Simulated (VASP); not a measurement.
# HC18F in VASP: further runs

Runs on HC18F. Level: PBE+D3(BJ). Tasks: single point.

Everything below comes from runs of VASP 6.6.1. Logs are shortened: lines on timing, memory, paths and dates and some standing lists are left out, and cuts for length are marked.

### Step 1. The cell of the first run

The cell holds a slab with vacuum, 20 atoms: a = 7.398 Å, b = 7.398 Å, c = 13.000 Å, α = 90.00°, β = 90.00°, γ = 120.00°.

### Step 2. Single point, PBE+D3(BJ)

Input file INCAR:

```
SYSTEM = HC18F
  ALGO = Normal
  EDIFF = 1E-7
  ENCUT = 520
  GGA = PE
  ISIF = 2
  ISMEAR = 0
  IVDW = 12
  LASPH = .True.
  LCHARG = .True.
  LELF = .True.
  LREAL = Auto
  LVHAR = .True.
  LWAVE = .False.
  NBANDS = 56
  NELM = 60
  PREC = Accurate
  SIGMA = 0.02
```

Input file KPOINTS:

```
k-points
0
Gamma
  2 2 1
  0 0 0
```

Input file POSCAR:

```
HC18F
1.0
    7.3980000272     -0.0000000157      0.0000000000
   -3.6990000272      6.4068559843      0.0000000000
    0.0000000000      0.0000000000     13.0000000000
C F H
18 1 1
Direct
    0.0123004868      0.0016023239      0.0726221327
    0.2333474278      0.1152443960      0.0755390742
    0.0123004868      0.3440314962      0.0726221327
    0.2333474278      0.4514363651      0.0755390742
    0.0140844662      0.6737088998      0.0833435812
    0.2338803041      0.7836068187      0.0847660944
    0.3448634802      0.0066604144      0.0830617050
    0.5659447021      0.1203189628      0.0856971027
    0.3445207366      0.3389270350      0.0737485204
    0.5647964519      0.4490648926      0.0743401204
    0.3448634802      0.6715363991      0.0830617050
    0.5659447021      0.7789590726      0.0856971027
    0.6831622763      0.0082478048      0.1076755772
    0.8937051774      0.1135192554      0.0549093229
    0.6758186708      0.3367364972      0.0781097793
    0.9029934481      0.4507982069      0.0796643434
    0.6758186708      0.6724155069      0.0781097793
    0.9029934481      0.7855285745      0.0796643434
    0.7202110820      0.0267722077      0.2180301756
    0.8528808340      0.0931070837     -0.0285093070
```

Potentials or basis: VASP PAW PBE potentials, release 64 (C, F, H).

On the command line:

```sh
$ cat potpaw_PBE.64/C/POTCAR potpaw_PBE.64/F/POTCAR potpaw_PBE.64/H/POTCAR > POTCAR
$ mpirun -np 1 vasp_std > vasp.out
```

OUTCAR:

```text
SYSTEM = HC18F
   EDIFF = 1E-7
   ENCUT = 520
   GGA = PE
   ISIF = 2
   ISMEAR = 0
   IVDW = 12
   LASPH = .True.
   LREAL = Auto
   NELM = 60
   PREC = Accurate
 IVDW          = 12

 ion  position               nearest neighbor table
   1  0.012  0.002  0.073-  18 1.39   2 1.42  14 1.49
   2  0.233  0.115  0.076-   7 1.41   1 1.42   9 1.43
   3  0.012  0.344  0.073-  16 1.39   4 1.42  14 1.49
   4  0.233  0.451  0.076-  11 1.41   3 1.42   9 1.43
   5  0.014  0.674  0.083-   6 1.41  18 1.43  16 1.43
   6  0.234  0.784  0.085-   5 1.41   7 1.43  11 1.43
   7  0.345  0.007  0.083-   2 1.41   8 1.42   6 1.43
   8  0.566  0.120  0.086-  15 1.39   7 1.42  13 1.50
   9  0.345  0.339  0.074-  10 1.41   4 1.43   2 1.43
  10  0.565  0.449  0.074-   9 1.41  17 1.43  15 1.43
  11  0.345  0.672  0.083-   4 1.41  12 1.42   6 1.43
  12  0.566  0.779  0.086-  17 1.39  11 1.42  13 1.50
  13  0.683  0.008  0.108-  19 1.45  12 1.50   8 1.50  14 1.51
  14  0.894  0.114  0.055-  20 1.12   3 1.49   1 1.49  13 1.51
  15  0.676  0.337  0.078-   8 1.39  10 1.43  16 1.46
  16  0.903  0.451  0.080-   3 1.39   5 1.43  15 1.46
  17  0.676  0.672  0.078-  12 1.39  10 1.43  18 1.46
  18  0.903  0.786  0.080-   1 1.39   5 1.43  17 1.46
  19  0.720  0.027  0.218-  13 1.45
  20  0.853  0.093  0.971-  14 1.12

  LATTYP: Found a hexagonal cell.
 ALAT       =     7.3980000272
 C/A-ratio  =     1.7572316778

  Lattice vectors:

 A1 = (   7.3980000272,  -0.0000000157,   0.0000000000)
 A2 = (  -3.6990000272,   6.4068559843,   0.0000000000)
 A3 = (   0.0000000000,   0.0000000000,  13.0000000000)

Analysis of symmetry for initial positions (statically):
=====================================================================
 Subroutine PRICEL returns:
 Original cell was already a primitive cell.

 Routine SETGRP: Setting up the symmetry group for a
 hexagonal supercell.

 Subroutine GETGRP returns: Found  2 space group operations
 (whereof  1 operations were pure point group operations)
 out of a pool of 24 trial point group operations.

The static configuration has the point symmetry C_1 .
 The point group associated with its full space group is C_1h.

Analysis of symmetry for dynamics (positions and initial velocities):
=====================================================================
 Subroutine PRICEL returns:
 Original cell was already a primitive cell.

 Routine SETGRP: Setting up the symmetry group for a
 hexagonal supercell.

 Subroutine GETGRP returns: Found  2 space group operations
 (whereof  1 operations were pure point group operations)
 out of a pool of 24 trial point group operations.

The dynamic configuration has the point symmetry C_1 .
 The point group associated with its full space group is C_1h.

 Subroutine INISYM returns: Found  2 space group operations
 (whereof  1 operations are pure point group operations),
 and found     1 'primitive' translations

----------------------------------------------------------------------------------------

                                     Primitive cell

  volume of cell :     616.1730

  direct lattice vectors                    reciprocal lattice vectors
     7.398000027 -0.000000016  0.000000000     0.135171668  0.078041399  0.000000000
    -3.699000027  6.406855984  0.000000000     0.000000000  0.156082797  0.000000000
     0.000000000  0.000000000 13.000000000     0.000000000  0.000000000  0.076923077

  length of vectors
     7.398000027  7.398000054 13.000000000     0.156082797  0.156082797  0.076923077

  position of ions in fractional coordinates (direct lattice)
     0.012300487  0.001602324  0.072622133
     0.233347428  0.115244396  0.075539074
     0.012300487  0.344031496  0.072622133
     0.233347428  0.451436365  0.075539074
     0.014084466  0.673708900  0.083343581
     0.233880304  0.783606819  0.084766094
[... 12 lines left out ...]
     0.720211082  0.026772208  0.218030176
     0.852880834  0.093107084  0.971490693

  ion indices of the primitive-cell ions
   primitive index   ion index
                 1           1
[... 49 lines left out ...]
   GGA     = PE    functional components
   LHFCALC =     F    Hartree Fock is set to
   AEXX    =    0.0000 exact exchange contribution
   IVDW    =    12    specifies the selected vdW correction
   LEPSILON=     F    determine dielectric tensor
   LRPA    =     F    only Hartree local field effects (RPA)
 non-spin polarized calculation
 Gauss-broadening in eV      SIGMA  =   0.02
  energy-cutoff  :      520.00
  volume of cell :      616.17
 maximum number of plane-waves:     16651
 NGX is ok and might be reduce to    56
   NGX = 27   NGY = 27   NGZ = 49

 number of electron      79.9999999 magnetization

 Free energy of the ion-electron system (eV)
  ---------------------------------------------------
  ext. energy  EPLUGINS =         0.00000000
  ---------------------------------------------------
  free energy    TOTEN  =      -171.83057348 eV

  energy without entropy =     -171.83057348  energy(sigma->0) =     -171.83057348

 E-fermi :  -2.0020     XC(G=0):  -3.5376

 val. band max:       -2.1084631287   @ k =   0.0000   0.0000   0.0000
 cond. band min:      -1.7473027734   @ k =   0.0000   0.0000   0.0000
 fundamental gap:      0.3611603553
 Fermi energy:        -2.0020338428

 k-point     1 :       0.0000    0.0000    0.0000
  band No.  band energies     occupation
      1     -27.1307      2.00000
      2     -21.4405      2.00000
      3     -19.0206      2.00000
      4     -19.0073      2.00000
      5     -18.9443      2.00000
      6     -18.9142      2.00000
[... 44 lines left out ...]
     51       4.1060      0.00000
     52       4.4911      0.00000

 k-point     2 :       0.5000    0.0000    0.0000
  band No.  band energies     occupation
      1     -27.1304      2.00000
      2     -20.8654      2.00000
      3     -20.7347      2.00000
      4     -19.6124      2.00000
      5     -19.4370      2.00000
      6     -17.1986      2.00000
[... 44 lines left out ...]
     51       3.9386      0.00000
     52       4.0572      0.00000

 k-point     3 :       0.0000    0.5000    0.0000
  band No.  band energies     occupation
      1     -27.1304      2.00000
      2     -20.8494      2.00000
      3     -20.7544      2.00000
      4     -19.5927      2.00000
      5     -19.4543      2.00000
      6     -17.1985      2.00000
[... 44 lines left out ...]
     51       3.9367      0.00000
     52       3.9826      0.00000
 [bands above 52 left out]

------------------------ aborting loop because EDIFF is reached ----------------------------------------

 Edisp (eV)   -1.69713

 E8    (eV) :    -0.5220

  FORCE on cell =-STRESS in cart. coord.  units (eV):
  Direction    XX          YY          ZZ          XY          YZ          ZX
  --------------------------------------------------------------------------------------
  -------------------------------------------------------------------------------------
  Total       2.63997     1.99551     0.23750     0.55813     0.02855     0.04946
  in kB       6.86448     5.18873     0.61755     1.45124     0.07425     0.12861
  external pressure =        4.22 kB  Pullay stress =        0.00 kB

 VOLUME and BASIS-vectors are now :
 -----------------------------------------------------------------------------
  energy-cutoff  :      520.00
  volume of cell :      616.17
      direct lattice vectors                 reciprocal lattice vectors
     7.398000027 -0.000000016  0.000000000     0.135171668  0.078041399  0.000000000
    -3.699000027  6.406855984  0.000000000     0.000000000  0.156082797  0.000000000
     0.000000000  0.000000000 13.000000000     0.000000000  0.000000000  0.076923077

 POSITION                                       TOTAL-FORCE (eV/Angst)
 -----------------------------------------------------------------------------------
      0.08507      0.01027      0.94409        -0.003608      0.009217     -0.003056
      1.30002      0.73835      0.98201        -0.011063      0.000758     -0.000355
     -1.18157      2.20416      0.94409         0.006178     -0.007733     -0.003056
      0.05644      2.89229      0.98201        -0.004875     -0.009960     -0.000355
     -2.38785      4.31636      1.08347        -0.003809     -0.002199      0.003917
     -1.16832      5.02046      1.10196         0.001927      0.001112      0.000991
[... 12 lines left out ...]
      5.22909      0.17153      2.83439         0.034965      0.020187      0.261689
      5.96521      0.59652     12.62938        -0.008783     -0.005071     -0.031789
 -----------------------------------------------------------------------------------
    total drift:                                0.001018      0.000506      0.014883

  FREE ENERGIE OF THE ION-ELECTRON SYSTEM (eV)
  ---------------------------------------------------
  free  energy   TOTEN  =      -173.5277045700 eV

  energy  without entropy=     -173.5277045700  energy(sigma->0) =     -173.52770457
```

Run time: 3.2 min. Hardware: 1 thread of AMD EPYC 7R13 (Zen 3), shared host; peak memory 0.59 GiB.

Results:

```yaml
Free_energy: -173.5277 eV
Largest_force: 0.265 eV/Å
Band_gap_on_the_k_mesh: 0.36 eV, direct
Dispersion_energy_per_atom: -0.085 eV
```

Forces on the atoms (eV/Å):
```
C   -0.004  0.009 -0.003
C   -0.011  0.001  0.000
C    0.006 -0.008 -0.003
C   -0.005 -0.010  0.000
C   -0.004 -0.002  0.004
C    0.002  0.001  0.001
C    0.000 -0.007  0.003
C    0.011 -0.011 -0.006
C    0.000  0.000  0.004
C    0.002  0.001  0.004
C   -0.006  0.004  0.003
C   -0.004  0.015 -0.006
C   -0.039 -0.022 -0.221
C    0.011  0.006  0.007
C    0.010  0.011 -0.010
C   -0.009  0.005  0.002
C    0.014  0.003 -0.010
C   -0.001 -0.011  0.002
F    0.035  0.020  0.262
H   -0.009 -0.005 -0.032
```

Caveat: the k points lie up to 0.49 Å⁻¹ apart.

### Step 3. Single point, PBE+D3(BJ)

Input file INCAR:

```
PREC = Accurate
ENCUT = 520
EDIFF = 1E-6
ISMEAR = 0
SIGMA = 0.02
LREAL = Auto
LASPH = T
NELM = 100
ALGO = Normal
ISIF = 2
LWAVE = F
LCHARG = F
GGA = PE
IVDW = 12
NBANDS = 56
```

Input file KPOINTS:

```
regular mesh
0
Gamma
  2 2 1
```

Input file POSCAR:

```
HC18F
1.0
    7.3980000000      0.0000000000      0.0000000000
   -3.6990000000      6.4068560000      0.0000000000
    0.0000000000      0.0000000000     13.0000000000
C F H
18 1 1
Direct
    0.0123004971      0.0016023460      0.0726221538
    0.2333473745      0.1152443570      0.0755390769
    0.0123005349      0.3440314563      0.0726221538
    0.2333474235      0.4514363988      0.0755390769
    0.0140845193      0.6737089143      0.0833436154
    0.2338803183      0.7836068112      0.0847660769
    0.3448634348      0.0066603651      0.0830616923
    0.5659446726      0.1203189209      0.0856970769
    0.3445207179      0.3389270806      0.0737485385
    0.5647964286      0.4490648768      0.0743401538
    0.3448634950      0.6715363979      0.0830616923
    0.5659446926      0.7789591338      0.0856970769
    0.6831622523      0.0082477271      0.1076756154
    0.8937051127      0.1135191738      0.0549093077
    0.6758186213      0.3367364586      0.0781097692
    0.9029934379      0.4507981762      0.0796643077
    0.6758187040      0.6724154562      0.0781097692
    0.9029933673      0.7855285026      0.0796643077
    0.7202110815      0.0267722577      0.2180301538
    0.8528808176      0.0931071340     -0.0285093077
```

Potentials or basis: VASP PAW PBE potentials, release 64 (C, F, H).

On the command line:

```sh
$ cat potpaw_PBE.64/C/POTCAR potpaw_PBE.64/F/POTCAR potpaw_PBE.64/H/POTCAR > POTCAR
$ mpirun -np 1 vasp_std > vasp.out
```

It took 2.8 min on 1 thread of AMD EPYC 7R13 (Zen 3), shared host; peak memory 0.6 GiB.

The run converged. Its results:

| Item | Value |
| --- | --- |
| Free energy | -173.5277 eV |
| Largest force | 0.265 eV/Å |
| Band gap on the k mesh | 0.36 eV, direct |
| Dispersion energy per atom | -0.085 eV |

Forces in eV/Å, atoms in the order of the input:
```
C   -0.004  0.009 -0.003
C   -0.011  0.001  0.000
C    0.006 -0.008 -0.003
C   -0.005 -0.010  0.000
C   -0.004 -0.002  0.004
C    0.002  0.001  0.001
C    0.000 -0.007  0.003
C    0.011 -0.011 -0.006
C    0.000  0.000  0.004
C    0.002  0.001  0.004
C   -0.006  0.004  0.003
C   -0.004  0.015 -0.006
C   -0.039 -0.023 -0.221
C    0.011  0.006  0.007
C    0.010  0.011 -0.010
C   -0.009  0.005  0.002
C    0.014  0.003 -0.010
C   -0.001 -0.010  0.002
F    0.035  0.020  0.262
H   -0.009 -0.005 -0.032
```

Levels at points of the mesh, in eV from the valence-band top:
```tsv
k point	band 38	band 39	band 40	band 41	band 42	band 43
(0.00, 0.00, 0.00)	-2.68	-1.32	0.00	0.36	1.41	3.07
(0.50, 0.00, 0.00)	-2.41	-2.37	-0.93	0.57	2.24	2.62
(0.00, 0.50, 0.00)	-2.38	-2.26	-1.46	1.28	2.09	2.65
```

Caveat: the k points lie up to 0.49 Å⁻¹ apart.

### Step 4. Single point, PBE+D3(BJ)

Input file INCAR:

```
PREC     = Accurate       # precision mode
ENCUT    = 520            # plane-wave cutoff, eV
EDIFF    = 1E-6           # SCF threshold, eV
ISMEAR   = 0              # smearing method
SIGMA    = 0.02           # smearing width, eV
LREAL    = Auto         
LASPH    = T              # aspherical terms in the spheres
NELM     = 80             # most SCF steps
ALGO     = Normal         # electronic algorithm
ISIF     = 2              # what is computed and relaxed
LWAVE    = F              # write WAVECAR
LCHARG   = F              # write CHGCAR
GGA      = PE             # functional
IVDW     = 12             # dispersion correction
NBANDS   = 56             # bands
```

KPOINTS is that of step 3.

Input file POSCAR:

```
HC18F
1.0
    7.3980000000      0.0000000000      0.0000000000
   -3.6990000000      6.4068560000      0.0000000000
    0.0000000000      0.0000000000     13.0000000000
C F H
18 1 1
Direct
   -0.0134308867     -0.0069231737      0.0728245502
    0.2082943969      0.1025239217      0.0727752417
   -0.0134717730      0.3269487710      0.0726126250
    0.2082580461      0.4358665784      0.0726062169
   -0.0135537234      0.6599368231      0.0726704950
    0.2080759941      0.7690542041      0.0727365650
    0.3196380402     -0.0068761468      0.0727667808
    0.5413905697      0.1024840160      0.0727703177
    0.3197744054      0.3266352574      0.0727107752
    0.5414200764      0.4357648702      0.0727370213
    0.3196591071      0.6599491855      0.0726613248
    0.5412947667      0.7689991723      0.0726292401
    0.6526468030     -0.0069190584      0.0727589819
    0.8747543360      0.1024728167      0.0730364338
    0.6530052297      0.3266449557      0.0727442880
    0.8747599937      0.4358934435      0.0726301741
    0.6529864727      0.6598481225      0.0725999941
    0.8748155577      0.7689173121      0.0726574880
    0.8659838271      0.0728399164      0.3131970696
    0.8690746607      0.0762277122      0.2409518169
```

On the command line:

```sh
$ cat potpaw_PBE.64/C/POTCAR potpaw_PBE.64/F/POTCAR potpaw_PBE.64/H/POTCAR > POTCAR
$ mpirun -np 1 vasp_std > vasp.out
```

Wall time 3.4 min (1 thread of AMD EPYC 7R13 (Zen 3), shared host); peak memory 0.61 GiB.

Results (log left out):

| Property | Result |
| --- | --- |
| Free energy | -175.2440 eV |
| Largest force | 0.287 eV/Å |
| Band gap on the k mesh | 0.13 eV, direct |
| Dispersion energy per atom | -0.085 eV |

Forces on the atoms (eV/Å):
```
C    0.005  0.004 -0.003
C    0.004  0.000  0.001
C   -0.004  0.003  0.000
C    0.003 -0.004 -0.004
C    0.000 -0.003 -0.001
C   -0.002  0.002  0.002
C   -0.001 -0.001 -0.001
C   -0.004  0.004 -0.002
C   -0.001  0.002 -0.002
C    0.005 -0.001  0.000
C    0.000  0.000  0.002
C    0.002  0.003 -0.002
C   -0.001  0.002  0.003
C    0.001  0.000  0.003
C   -0.005 -0.004 -0.001
C   -0.005 -0.003  0.006
C   -0.002 -0.004  0.003
C    0.001  0.001 -0.002
F   -0.001 -0.008  0.284
H    0.003  0.007 -0.287
```

Levels at points of the mesh, in eV from the valence-band top:
| k point | band 38 | band 39 | band 40 | band 41 | band 42 | band 43 |
| --- | --- | --- | --- | --- | --- | --- |
| (0.00, 0.00, 0.00) | -2.80 | -0.04 | 0.00 | 0.13 | 0.16 | 3.49 |
| (0.50, 0.00, 0.00) | -2.56 | -2.52 | -2.27 | 1.70 | 2.46 | 2.52 |
| (0.00, 0.50, 0.00) | -2.57 | -2.54 | -2.37 | 1.87 | 2.49 | 2.55 |
| (0.50, 0.50, 0.00) | -2.57 | -2.54 | -2.22 | 1.63 | 2.49 | 2.55 |

Caveat: the k points lie up to 0.49 Å⁻¹ apart.

### Step 5. Single point, PBE+D3(BJ)

Input file INCAR:

```
ALGO = Normal
EDIFF = 1E-6
ENCUT = 520
GGA = PE
ISIF = 2
ISMEAR = 0
IVDW = 12
LASPH = T
LCHARG = F
LREAL = Auto
LWAVE = F
NBANDS = 56
NELM = 100
PREC = Accurate
SIGMA = 0.02
```

Input file KPOINTS:

```
k-points
0
Gamma
  2 2 1
```

Input file POSCAR:

```
HC18F
1.0
    7.3980000000      0.0000000000      0.0000000000
   -3.6990000000      6.4068560000      0.0000000000
    0.0000000000      0.0000000000     13.0000000000
C F H
18 1 1
Direct
   -0.0134309203     -0.0069232085      0.0728245385
    0.2082944018      0.1025239212      0.0727752308
   -0.0134717924      0.3269488186      0.0726126154
    0.2082580753      0.4358665155      0.0726062308
   -0.0135537718      0.6599367927      0.0726704615
    0.2080760699      0.7690542756      0.0727365385
    0.3196379879     -0.0068762276      0.0727667692
    0.5413905357      0.1024839641      0.0727703077
    0.3197743692      0.3266352482      0.0727107692
    0.5414200305      0.4357649056      0.0727370000
    0.3196590710      0.6599491233      0.0726613077
    0.5412948041      0.7689991784      0.0726292308
    0.6526468830     -0.0069189943      0.0727590000
    0.8747544189      0.1024728822      0.0730364615
    0.6530052148      0.3266449254      0.0727443077
    0.8747600868      0.4358935178      0.0726301538
    0.6529865182      0.6598481377      0.0726000000
    0.8748154707      0.7689172349      0.0726574615
    0.8659839057      0.0728399390      0.3131970769
    0.8690746582      0.0762277161      0.2409518462
```

On the command line:

```sh
$ cat potpaw_PBE.64/C/POTCAR potpaw_PBE.64/F/POTCAR potpaw_PBE.64/H/POTCAR > POTCAR
$ mpirun -np 1 vasp_std > vasp.out
```

Run time: 3.4 min. Hardware: 1 thread of AMD EPYC 7R13 (Zen 3), shared host; peak memory 0.61 GiB.

It converged, with:

| Item | Value |
| --- | --- |
| Free energy | -175.2440 eV |
| Largest force | 0.287 eV/Å |
| Band gap on the k mesh | 0.13 eV, direct |
| Dispersion energy per atom | -0.085 eV |

Forces on the atoms (eV/Å):
```
C    0.005  0.004 -0.003
C    0.004  0.000  0.001
C   -0.004  0.003  0.000
C    0.003 -0.004 -0.004
C    0.000 -0.003 -0.001
C   -0.002  0.001  0.002
C   -0.001 -0.001 -0.001
C   -0.004  0.004 -0.002
C   -0.001  0.002 -0.002
C    0.005 -0.001  0.000
C    0.000  0.000  0.002
C    0.002  0.003 -0.002
C   -0.001  0.002  0.003
C    0.001  0.000  0.003
C   -0.005 -0.004 -0.001
C   -0.005 -0.003  0.006
C   -0.002 -0.004  0.003
C    0.001  0.001 -0.002
F   -0.001 -0.008  0.284
H    0.003  0.007 -0.287
```

Levels at points of the mesh, in eV from the valence-band top:
| k point | band 38 | band 39 | band 40 | band 41 | band 42 | band 43 |
| --- | --- | --- | --- | --- | --- | --- |
| (0.00, 0.00, 0.00) | -2.80 | -0.04 | 0.00 | 0.13 | 0.16 | 3.49 |
| (0.50, 0.00, 0.00) | -2.56 | -2.52 | -2.27 | 1.70 | 2.46 | 2.52 |
| (0.00, 0.50, 0.00) | -2.57 | -2.54 | -2.37 | 1.87 | 2.49 | 2.55 |
| (0.50, 0.50, 0.00) | -2.57 | -2.54 | -2.22 | 1.63 | 2.49 | 2.55 |

Caveat: the k points lie up to 0.49 Å⁻¹ apart.
